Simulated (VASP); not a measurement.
A run of VASP 6.6.1:

Contents of INCAR:

```
SYSTEM = InO
PREC = Accurate ; ENCUT = 520
EDIFF = 1E-6 ; ISMEAR = 0
SIGMA = 0.03 ; LREAL = .False.
LASPH = .True. ; NELM = 100
ALGO = Normal ; ISIF = 2
LWAVE = .False. ; LCHARG = .False.
GGA = CA ; NBANDS = 27
```

Contents of KPOINTS:

```
Automatic mesh
0
Gamma
  12 12 2
  0 0 0
```

File POSCAR:

```
InO
1.0
    3.2809331112      0.0000000000      0.0000000000
   -1.6404665556      2.8413714224      0.0000000000
    0.0000000000      0.0000000000     15.4801725000
In O
2 2
Direct
    0.6666666667      0.3333333333      0.5900210000
    0.6666666667      0.3333333333      0.4099790000
    0.0000000000      0.0000000000      0.6398670000
    0.0000000000      0.0000000000      0.3601330000
```

Potentials or basis: VASP PAW LDA potentials, release 64 (In_d, O).

Run with:

```sh
$ cat potpaw_LDA.64/In_d/POTCAR potpaw_LDA.64/O/POTCAR > POTCAR
$ mpirun -np 1 vasp_std > vasp.out
```

Hardware: 1 thread of Intel(R) Xeon(R) Platinum 8259CL CPU @ 2.50GHz (Skylake/Cascade Lake), on a shared host.

Problem. Estimate the wall time of this run.

Solution. Run time: 2.3 min on 1 thread of Intel(R) Xeon(R) Platinum 8259CL CPU @ 2.50GHz (Skylake/Cascade Lake) (shared host), peak memory 0.28 GiB. Counts: scf iterations 21, k points 38.
